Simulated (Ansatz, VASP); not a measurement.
**Ir in VASP and in Ansatz**

File INCAR:

```
SYSTEM = Ir
PREC = Accurate ; ENCUT = 520
EDIFF = 1E-6 ; ISMEAR = -1
SIGMA = 0.1 ; LREAL = .FALSE.
LASPH = .TRUE. ; NELM = 80
ALGO = Normal ; ISIF = 2
LWAVE = .FALSE. ; LCHARG = .FALSE.
NBANDS = 10
```

File KPOINTS:

```
regular mesh
0
G
  17 17 17
  0 0 0
```

Contents of POSCAR:

```
Ir
1.0
    0.0000000000      1.7543619080      1.7543619080
    1.7543619080      0.0000000000      1.7543619080
    1.7543619080      1.7543619080      0.0000000000
Ir
1
Direct
    0.0000000000      0.0000000000      0.0000000000
```

Input for Ansatz:

```yaml
crystal:
  lattice:
    - [0.0, 1.754361908, 1.754361908]
    - [1.754361908, 0.0, 1.754361908]
    - [1.754361908, 1.754361908, 0.0]
  atoms:
    - { symbol: Ir, position: [0.0, 0.0, 0.0] }
kpoints:
  mp_grid: { grid: [17, 17, 17] }
scf:
  occupations: { method: fermi_dirac, width: 0.1 }
hamiltonian:
  xc: lda
  pseudopotentials: { kind: paw }
output:
  forces: true
  stress: true
  eigenvalues: true
  populations: true
  write_density: true
  write_potential: true
  elf: true
  volumetric_format: npy
```

Change from the starting cell: volume scaled by 0.78, PAW files.

Alike in both runs: task single point; functional LDA; k mesh 17 × 17 × 17; occupations fermi-dirac, width 0.1 eV; no spin polarisation.

```csv
,VASP,Ansatz
version,VASP 6.6.1,Ansatz 0.2.0
potentials or method,"VASP PAW LDA potentials, release 64 (Ir)","PAW with Ansatz's default frozen-core files, scalar-relativistic"
plane-wave cutoff (eV),520,420
valence electrons in the cell,9,17
```

```tsv
	VASP	Ansatz	Ansatz less VASP
pressure (GPa)	193.0	184.7	-8.28
```

LDA's correlation is that of Perdew and Zunger in VASP and of Perdew and Wang (1992) in Ansatz. Both programs put the cell under a high pressure, so it lies far from rest at this level. VASP's potentials hold 9 valence electrons a cell and Ansatz's 17, so a difference there can come from the potentials and not from the codes.

Spin-orbit coupling is off throughout. Noted on VASP's run: the cell as given lies far from equilibrium.
